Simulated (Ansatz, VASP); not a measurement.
Li2BeGeTe4 in VASP and in Ansatz

```
Li Be Ge Te
1.0
    -2.91102    2.91102    6.44262
     2.91102   -2.91102    6.44262
     2.91102    2.91102   -6.44262
Li Be Ge Te
2 1 1 4
Direct
  0.75000 0.25000 0.50000
  0.25000 0.75000 0.50000
  0.00000 0.00000 0.00000
  0.50000 0.50000 0.00000
  0.87841 0.87841 0.52468
  0.12159 0.64626 0.00000
  0.64626 0.12159 0.00000
  0.35374 0.35374 0.47532
```

Alike in both runs: task single point; functional PBE; k mesh 6 × 6 × 6; no spin polarisation.

```csv
,VASP,Ansatz
version,VASP 6.6.1,Ansatz 0.2.0
potentials or method,"VASP PAW PBE potentials, release 64 (Li_sv, Be, Ge_d, Te)","plane waves, PAW"
plane-wave cutoff (eV),520,420
occupations,"gaussian, width 0.01 eV",fixed
valence electrons in the cell,46,86
```

```csv
,VASP,Ansatz,Ansatz less VASP
gap on the k mesh at the Fermi level (eV),0.17,0.17,+0.006
rms of the force components (eV/Å),0.055,0.051,-0.0039
```

Atom by atom the forces differ by 0.004 eV/Å (rms over components). VASP's potentials hold 46 valence electrons a cell and Ansatz's 86, so a difference there can come from the potentials and not from the codes.

Neither program's run includes spin-orbit coupling. Noted on VASP's run: the cutoff is under 1.25 times that of the potentials, so the pressure is a little rough.
